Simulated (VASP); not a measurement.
Crystal: LiTaO2.

```
Li Ta O
1.0
     3.68081    0.00000    0.00000
    -1.84041    3.18768    0.00000
     0.00000    0.00000    4.32690
Li Ta O
1 1 2
Direct
  0.00000 0.00000 0.00000
  0.00000 0.00000 0.50000
  0.33333 0.66667 0.00000
  0.66667 0.33333 0.00000
```

| Item | Value |
| --- | --- |
| Program | VASP 6.6.1 |
| Task | relaxation of cell and atoms |
| Functional | PBE |
| Potentials or basis | VASP PAW PBE potentials, release 64 (Li_sv, Ta_pv, O) |
| Cutoff | 600 eV |
| k mesh | 6 × 6 × 4 |
| Occupations | gaussian, width 0.1 eV |
| Spin | collinear spin, ferromagnetic start |
| Starting moments | [0.0, 1.0, 0.0, 0.0] μB |

At the start: pressure -7.0 GPa; volume 12.69 Å³/atom.

Question: Where does the relaxation end?

Answer: Over 8 steps the energy falls by 202.7 meV/atom and the volume is 12.61 Å³/atom (-0.6 %); space group P6/mmm (No. 191, to 0.05 Å); moment 1.53 μB per cell.

The path:
```tsv
step	energy change (eV)	largest force (eV/Å)	pressure (GPa)	volume (Å³)
1	0.0000	0.0000	-7.05	50.77
2	-0.5395	0.0000	2.72	46.59
3	-0.5646	0.0000	12.49	44.19
4	-0.5891	0.0000	8.09	45.17
5	-0.7807	0.0000	3.90	48.07
6	-0.8024	0.0000	2.06	49.61
7	-0.8093	0.0000	-0.96	50.85
8	-0.8110	0.0000	-0.07	50.46
```

Final structure:
```cif
data_structure
_symmetry_space_group_name_H-M 'P 1'
_symmetry_Int_Tables_number 1
_cell_length_a 3.3912
_cell_length_b 3.3912
_cell_length_c 5.0665
_cell_angle_alpha 90.000
_cell_angle_beta 90.000
_cell_angle_gamma 120.000
_cell_volume 50.46
loop_
_atom_site_label
_atom_site_type_symbol
_atom_site_fract_x
_atom_site_fract_y
_atom_site_fract_z
_atom_site_occupancy
Li1 Li 0.00000 0.00000 0.00000 1
Ta1 Ta 0.00000 0.00000 0.50000 1
O1 O 0.33333 0.66667 0.00000 1
O2 O 0.66667 0.33333 0.00000 1
```

Caveat: the k points lie up to 0.36 Å⁻¹ apart in the final cell; the cutoff is under 1.25 times the usual one of these potentials, so pressure, stress and relaxed cells hold a basis-set (Pulay) error.
